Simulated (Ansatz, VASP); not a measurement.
# Two plane-wave programs on WSe2

File INCAR:

```
SYSTEM = WSe2
ALGO     = Normal         ! electronic algorithm
DIPOL    = 0.5 0.5 0.500
EDIFF    = 1E-6           ! SCF threshold, eV
ENCUT    = 520            ! plane-wave cutoff, eV
GGA      = PE             ! functional
IDIPOL   = 3            
ISIF     = 2              ! what is computed and relaxed
ISMEAR   = 0              ! smearing method
IVDW     = 12             ! dispersion correction
LASPH    = .True.         ! aspherical terms in the spheres
LCHARG   = .False.        ! write CHGCAR
LDIPOL   = .True.       
LREAL    = .False.        ! projectors in reciprocal space
LWAVE    = .False.        ! write WAVECAR
NBANDS   = 20             ! bands
NELM     = 60             ! most SCF steps
PREC     = Accurate       ! precision mode
SIGMA    = 0.02           ! smearing width, eV
```

File KPOINTS:

```
k-points
0
Gamma
  9 9 1
  0 0 0
```

POSCAR

```
WSe2
1.0
    3.2420000000      0.0000000000      0.0000000000
   -1.6210000000      2.8076543591      0.0000000000
    0.0000000000      0.0000000000     32.7373831004
Se W
2 1
Direct
    0.3333333333      0.6666666667      0.4476439520
    0.3333333333      0.6666666667      0.5523560480
    0.6666666667      0.3333333333      0.5000000000
```

Input for Ansatz:

```yaml
crystal:
  lattice:
    - [3.242, 0.0, 0.0]
    - [-1.621, 2.8076543591, 0.0]
    - [0.0, 0.0, 32.7373831004]
  atoms:
    - { symbol: Se, position: [0.3333333333, 0.6666666667, 0.447643952] }
    - { symbol: W, position: [0.6666666667, 0.3333333333, 0.5] }
    - { symbol: Se, position: [0.3333333333, 0.6666666667, 0.552356048] }
  periodic: [true, true, false]
basis:
  ecutwfc: 420
kpoints:
  mp_grid: { grid: [9, 9, 1] }
hamiltonian:
  xc: pbe
  pseudopotentials: { kind: paw, azcp: { folder: soft_1 } }
  dispersion: d3bj
scf:
  occupations: { method: gaussian, width: 0.02 }
output:
  forces: true
  stress: true
  eigenvalues: true
```

Alike in both runs: task single point; functional PBE; dispersion D3(BJ); k mesh 9 × 9 × 1; occupations gaussian, width 0.02 eV; no spin polarisation.

|  | VASP | Ansatz |
| --- | --- | --- |
| version | VASP 6.6.1 | Ansatz 0.2.0 |
| potentials or method | VASP PAW PBE potentials, release 64 (Se, W_sv), cutoff 520 eV | scalar-relativistic, plane waves, PAW |
| valence electrons in the cell | 26 | 46 |

VASP gave:

```
gap on the k mesh at the Fermi level (eV) : 1.62
least direct gap on the mesh (eV)         : 1.88
rms of the force components (eV/Å)        : 0.081
```

Question: Estimate Ansatz's values.

Answer: gap on the k mesh at the Fermi level (eV): 1.62; least direct gap on the mesh (eV): 1.88; rms of the force components (eV/Å): 0.104.

VASP's potentials hold 26 valence electrons a cell and Ansatz's 46, so a difference there can come from the potentials and not from the codes.

Neither program's run includes spin-orbit coupling.
